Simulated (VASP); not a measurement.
# HfOs3 (Pm-3m) in VASP: further runs, part 2 of 2

VASP 6.6.1.

## Step 6: Single point, PBEsol (volume scaled by 1.040)

The input, INCAR:

```
PREC = Accurate
ENCUT = 520
EDIFF = 1E-6
ISMEAR = 0
SIGMA = 0.05
LREAL = F
LASPH = T
NELM = 100
ALGO = Normal
ISIF = 2
LWAVE = F
LCHARG = F
GGA = PS
NBANDS = 25
```

The input, KPOINTS:

```
regular mesh
0
Gamma
  8 8 8
```

The input, POSCAR:

```
HfOs3
1.0
    3.9855885680      0.0000000000      0.0000000000
    0.0000000000      3.9855885680      0.0000000000
    0.0000000000      0.0000000000      3.9855885680
Hf Os
1 3
Direct
    0.0000000000      0.0000000000      0.0000000000
    0.0000000000      0.5000000000      0.5000000000
    0.5000000000      0.5000000000      0.0000000000
    0.5000000000      0.0000000000      0.5000000000
```

Potentials or basis: VASP PAW PBE potentials, release 64 (Hf_pv, Os).

Started as:

```bash
$ cat potpaw_PBE.64/Hf_pv/POTCAR potpaw_PBE.64/Os/POTCAR > POTCAR
$ mpirun -np 1 vasp_std > vasp.out
```

OUTCAR:

```text
PREC = Accurate
   ENCUT = 520
   EDIFF = 1E-6
   ISMEAR = 0
   LREAL = F
   LASPH = T
   NELM = 100
   ISIF = 2
   GGA = PS

 ion  position               nearest neighbor table
   1  0.000  0.000  0.000-   2 2.82   3 2.82   4 2.82   2 2.82   4 2.82   2 2.82   3 2.82   2 2.82
                             3 2.82   4 2.82   4 2.82   3 2.82
   2  0.000  0.500  0.500-   1 2.82   3 2.82   4 2.82   1 2.82   3 2.82   1 2.82   4 2.82   1 2.82
                             3 2.82   4 2.82   3 2.82   4 2.82
   3  0.500  0.500  0.000-   1 2.82   2 2.82   4 2.82   2 2.82   4 2.82   1 2.82   4 2.82   4 2.82
                             1 2.82   2 2.82   2 2.82   1 2.82
   4  0.500  0.000  0.500-   1 2.82   2 2.82   3 2.82   1 2.82   3 2.82   2 2.82   3 2.82   3 2.82
                             1 2.82   2 2.82   1 2.82   2 2.82

  LATTYP: Found a simple cubic cell.
 ALAT       =     3.9855885680

  Lattice vectors:

 A1 = (   3.9855885680,   0.0000000000,   0.0000000000)
 A2 = (   0.0000000000,   3.9855885680,   0.0000000000)
 A3 = (   0.0000000000,   0.0000000000,   3.9855885680)

Analysis of symmetry for initial positions (statically):
=====================================================================
 Subroutine PRICEL returns:
 Original cell was already a primitive cell.

 Routine SETGRP: Setting up the symmetry group for a
 simple cubic supercell.

 Subroutine GETGRP returns: Found 48 space group operations
 (whereof 48 operations were pure point group operations)
 out of a pool of 48 trial point group operations.

The static configuration has the point symmetry O_h .

Analysis of symmetry for dynamics (positions and initial velocities):
=====================================================================
 Subroutine PRICEL returns:
 Original cell was already a primitive cell.

 Routine SETGRP: Setting up the symmetry group for a
 simple cubic supercell.

 Subroutine GETGRP returns: Found 48 space group operations
 (whereof 48 operations were pure point group operations)
 out of a pool of 48 trial point group operations.

The dynamic configuration has the point symmetry O_h .

 Subroutine INISYM returns: Found 48 space group operations
 (whereof 48 operations are pure point group operations),
 and found     1 'primitive' translations

----------------------------------------------------------------------------------------

                                     Primitive cell

  volume of cell :      63.3107

  direct lattice vectors                    reciprocal lattice vectors
     3.985588568  0.000000000  0.000000000     0.250903971  0.000000000  0.000000000
     0.000000000  3.985588568  0.000000000     0.000000000  0.250903971  0.000000000
     0.000000000  0.000000000  3.985588568     0.000000000  0.000000000  0.250903971

  length of vectors
     3.985588568  3.985588568  3.985588568     0.250903971  0.250903971  0.250903971

  position of ions in fractional coordinates (direct lattice)
     0.000000000  0.000000000  0.000000000
     0.000000000  0.500000000  0.500000000
     0.500000000  0.500000000  0.000000000
     0.500000000  0.000000000  0.500000000

  ion indices of the primitive-cell ions
   primitive index   ion index
                 1           1
                 2           2
                 3           3
                 4           4

----------------------------------------------------------------------------------------

 KPOINTS: regular mesh

Automatic generation of k-mesh.
 Grid dimensions read from file:
 generate k-points for:    8    8    8

 Generating k-lattice:

  Cartesian coordinates                     Fractional coordinates (reciprocal lattice)
     0.031362996  0.000000000  0.000000000     0.125000000  0.000000000  0.000000000
     0.000000000  0.031362996  0.000000000     0.000000000  0.125000000  0.000000000
     0.000000000  0.000000000  0.031362996     0.000000000  0.000000000  0.125000000

  Length of vectors
     0.031362996  0.031362996  0.031362996

  Shift w.r.t. Gamma in fractional coordinates (k-lattice)
     0.000000000  0.000000000  0.000000000

 Subroutine IBZKPT returns following result:
 ===========================================

 Found     35 irreducible k-points:

 Following reciprocal coordinates:
            Coordinates               Weight
  0.000000  0.000000  0.000000      1.000000
  0.125000  0.000000  0.000000      6.000000
  0.250000  0.000000  0.000000      6.000000
  0.375000  0.000000  0.000000      6.000000
  0.500000  0.000000  0.000000      3.000000
  0.125000  0.125000  0.000000     12.000000
[... 16 lines left out ...]
  0.375000  0.375000  0.125000     24.000000
  0.500000  0.375000  0.125000     24.000000
 [... further k-points ...]
   k-points           NKPTS =     35   k-points in BZ     NKDIM =     35   number of bands    NBANDS=     25
   number of dos      NEDOS =    301   number of ions     NIONS =      4
   total plane-waves  NPLWV =  27000
   dimension x,y,z NGX =    30 NGY =   30 NGZ =   30
   dimension x,y,z NGXF=    60 NGYF=   60 NGZF=   60
   ions per type =               1   3
   NGX,Y,Z   is equivalent  to a cutoff of  12.51, 12.51, 12.51 a.u.
   NGXF,Y,Z  is equivalent  to a cutoff of  25.03, 25.03, 25.03 a.u.
 SYSTEM =  unknown system
   PREC   = accura    normal or accurate (medium, high low for compatibility)
   ISTART =      0    job   : 0-new  1-cont  2-samecut
   ICHARG =      2    charge: 1-file 2-atom 10-const
   ISPIN  =      1    spin polarized calculation?
   LNONCOLLINEAR =      F non collinear calculations
   LSORBIT =      F    spin-orbit coupling
   LASPH  =      T    aspherical Exc in radial PAW
   ENCUT  =  520.0 eV  38.22 Ry    6.18 a.u.   7.41  7.41  7.41*2*pi/ulx,y,z
   NELM   =    100;   NELMIN=  2; NELMDL= -5     # of ELM steps
   EDIFF  = 0.1E-05   stopping-criterion for ELM
   LREAL  =      F    real-space projection
   EDIFFG = 0.1E-04   stopping-criterion for IOM
   NSW    =      0    number of steps for IOM
   IBRION =     -1    ionic relax: 0-MD 1-quasi-New 2-CG
   NFREE  =      0    steps in history (QN), initial steepest desc. (CG)
   ISIF   =      2    stress and relaxation
   ISYM   =      2    0-nonsym 1-usesym 2-fastsym
   POTIM  = 0.5000    time-step for ionic-motion
   TEBEG  =    0.0;   TEEND  =   0.0 temperature during run
   PSTRESS=    0.0 pullay stress
   NELECT =      34.0000    total number of electrons
   NUPDOWN=      -1.0000    fix difference up-down
   EMIN   =  10.00;   EMAX   =-10.00  energy-range for DOS
   EFERMI =   0.00;   METHOD = LEGACY
   ISMEAR =     0;   SIGMA  =   0.05  broadening in eV -4-tet -1-fermi 0-gaus
   EFERMI_NEDOS =   21; number of points for ismear=-14 and -15
   IALGO  =     38    algorithm
   IMIX   =      4    mixing-type and parameters
     AMIX     =   0.40;   BMIX     =  1.00
     AMIX_MAG =   1.60;   BMIX_MAG =  1.00
  volume/ion in A,a.u.               =      15.83       106.81
  Fermi-wavevector in a.u.,A,eV,Ry     =   1.330685  2.514630 24.092152  1.770723
  Thomas-Fermi vector in A             =   2.459753
   LORBIT       =      0    0 simple, 1 ext, 2 COOP (PROOUT), +10 PAW based schemes
   GGA     = PS    functional components
   LHFCALC =     F    Hartree Fock is set to
   AEXX    =    0.0000 exact exchange contribution
   IVDW    =     0    specifies the selected vdW correction
   LEPSILON=     F    determine dielectric tensor
   LRPA    =     F    only Hartree local field effects (RPA)
 non-spin polarized calculation
 Gauss-broadening in eV      SIGMA  =   0.05
  energy-cutoff  :      520.00
  volume of cell :       63.31
 maximum number of plane-waves:      1743
 NGX is ok and might be reduce to    30
   NGX = 15   NGY = 15   NGZ = 15

 number of electron      33.9999999 magnetization

 Free energy of the ion-electron system (eV)
  ---------------------------------------------------
  ext. energy  EPLUGINS =         0.00000000
  ---------------------------------------------------
  free energy    TOTEN  =       -47.46362951 eV

  energy without entropy =      -47.45707393  energy(sigma->0) =      -47.46035172

 E-fermi :   7.0620     XC(G=0): -13.3435

 val. band max:        7.0492092685   @ k =   0.5000   0.3750   0.3750
 cond. band min:       7.0828952882   @ k =   0.2500   0.1250   0.0000
 fundamental gap:      0.0336860197
 Fermi energy:         7.0620313476

 k-point     1 :       0.0000    0.0000    0.0000
  band No.  band energies     occupation
      1     -22.4767      2.00000
      2     -22.4767      2.00000
      3     -22.4767      2.00000
      4      -2.1014      2.00000
      5       1.1284      2.00000
      6       1.2912      2.00000
[... 661 lines left out ...]
     24      11.1122      0.00000
     25      11.5762      0.00000

 [... further k-points ...]
[... 5 lines left out ...]
  --------------------------------------------------------------------------------------
  -------------------------------------------------------------------------------------
  Total       -4.6364236     -4.6364236     -4.6364236      0.0000000      0.0000000      0.0000000
  in kB     -117.3319531   -117.3319531   -117.3319531      0.0000000      0.0000000      0.0000000
  external PRESSURE =    -117.3319531 kB  Pullay stress =       0.0000000 kB

 VOLUME and BASIS-vectors are now :
 -----------------------------------------------------------------------------
  energy-cutoff  :      520.00
  volume of cell :       63.31
      direct lattice vectors                 reciprocal lattice vectors
     3.985588568  0.000000000  0.000000000     0.250903971  0.000000000  0.000000000
     0.000000000  3.985588568  0.000000000     0.000000000  0.250903971  0.000000000
     0.000000000  0.000000000  3.985588568     0.000000000  0.000000000  0.250903971

 POSITION                                       TOTAL-FORCE (eV/Angst)
 -----------------------------------------------------------------------------------
      0.00000      0.00000      0.00000         0.000000      0.000000      0.000000
      0.00000      1.99279      1.99279         0.000000      0.000000      0.000000
      1.99279      1.99279      0.00000         0.000000      0.000000      0.000000
      1.99279      0.00000      1.99279         0.000000      0.000000      0.000000
 -----------------------------------------------------------------------------------
    total drift:                                0.000000      0.000000     -0.000000

  FREE ENERGIE OF THE ION-ELECTRON SYSTEM (eV)
  ---------------------------------------------------
  free  energy   TOTEN  =       -47.4636295094 eV

  energy  without entropy=      -47.4570739300  energy(sigma->0) =      -47.46035172
```

OSZICAR:

```text
N       E                     dE             d eps       ncg     rms          rms(c)
DAV:   1     0.213499130121E+03    0.21350E+03   -0.16541E+04  1750   0.131E+03
DAV:   2    -0.334228942416E+02   -0.24692E+03   -0.23194E+03  1835   0.428E+02
DAV:   3    -0.498307814990E+02   -0.16408E+02   -0.14967E+02  2264   0.787E+01
DAV:   4    -0.503543230330E+02   -0.52354E+00   -0.51773E+00  2042   0.162E+01
DAV:   5    -0.503673878741E+02   -0.13065E-01   -0.13053E-01  2247   0.216E+00    0.776E+01
DAV:   6    -0.480343964353E+02    0.23330E+01   -0.59143E+00  2441   0.145E+01    0.321E+01
DAV:   7    -0.475595614006E+02    0.47484E+00   -0.16843E+00  2185   0.701E+00    0.165E+01
DAV:   8    -0.474699905468E+02    0.89571E-01   -0.38875E-01  2202   0.440E+00    0.367E+00
DAV:   9    -0.474683794381E+02    0.16111E-02   -0.46031E-02  1941   0.141E+00    0.616E+00
DAV:  10    -0.474636501873E+02    0.47293E-02   -0.42441E-03  1972   0.447E-01    0.426E-01
DAV:  11    -0.474636463153E+02    0.38720E-05   -0.26341E-04  2082   0.111E-01    0.272E-01
DAV:  12    -0.474636288914E+02    0.17424E-04   -0.20659E-05  2153   0.271E-02    0.194E-02
DAV:  13    -0.474636295094E+02   -0.61800E-06   -0.22110E-06  1469   0.103E-02
   1 F= -.47463630E+02 E0= -.47460352E+02  d E =-.655558E-02
```

Wall time 90 s (1 thread of Intel Xeon 8259CL, shared host); peak memory 0.2 GiB.

Results:

```
Free energy            : -47.4636 eV
Pressure               : -11.7 GPa
Band gap on the k mesh : zero (band 17 reaches 10.07 eV, above the bottom of band 18 at 6.14 eV)
```

Levels at points of the mesh, in eV from the Fermi level:
```tsv
k point	band 15	band 16	band 17	band 18	band 19	band 20
(0.00, 0.00, 0.00)	0.91	2.43	3.01	3.01	3.01	3.05
(0.50, 0.00, 0.00)	-1.05	-0.36	-0.17	-0.17	1.31	2.41
(0.50, 0.50, 0.00)	-1.22	-0.83	-0.81	-0.81	0.26	0.26
(0.50, 0.50, 0.50)	-0.86	-0.02	0.98	0.98	0.98	2.45
```

Caveat: the PAW data sets were made with another functional, which shifts forces and pressure a little; spin-orbit coupling is left out, which moves the levels of the heavy elements.

## Step 7: Overview

```tsv
cell	gap on the mesh (eV)	pressure (GPa)
a = 3.881 Å, 4 atoms	none	13.8
a = 3.907 Å, 4 atoms	none	6.4
a = 3.934 Å, 4 atoms	none	-0.4
a = 3.960 Å, 4 atoms	none	-6.4
a = 3.986 Å, 4 atoms	none	-11.7
```

Alike in all rows: task single point; level PBEsol; potentials or basis VASP PAW PBE potentials, release 64 (Hf_pv, Os); no spin polarisation; k mesh 8 × 8 × 8; cutoff (eV) 520; smearing gaussian 0.05 eV.

Caveats: the PAW data sets were made with another functional, which shifts forces and pressure a little; spin-orbit coupling is left out, which moves the levels of the heavy elements.

Absolute energies hang on the potentials; compare differences alone.
